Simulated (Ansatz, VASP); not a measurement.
**One calculation of Mo, two programs**

```
Mo
1.0
    -1.54743    1.54743    1.59457
     1.54743   -1.54743    1.59457
     1.54743    1.54743   -1.59457
Mo
1
Direct
  0.00000 0.00000 0.00000
```

Change from the starting cell: strain -0.015 along x and y, +0.015 along z, atoms carried along.

Alike in both runs: task single point; functional r2SCAN; k mesh 22 × 22 × 22; occupations gaussian, width 0.15 eV; no spin polarisation.

|  | VASP | Ansatz |
| --- | --- | --- |
| version | VASP 6.6.1 | Ansatz 0.2.0 |
| potentials or method | VASP PAW PBE potentials, release 64 (Mo_sv), cutoff 520 eV | scalar-relativistic, plane waves, PAW |
| valence electrons in the cell | 14 | 14 |

VASP gave:

- gap on the k mesh at the Fermi level (eV): none
- pressure (GPa): 8.2
- traceless stress, the component that is largest in VASP (GPa): -6.72

Task: What did Ansatz give for the same quantities?

Result: gap on the k mesh at the Fermi level (eV): none; pressure (GPa): 6.9; traceless stress, the component that is largest in VASP (GPa): -6.72.

VASP's potentials were made for PBE, not for r2SCAN. A gap of «none» marks a metal or a gap that the smearing closes. The functional is the same, so the differences come from potentials, cutoffs and numerics.
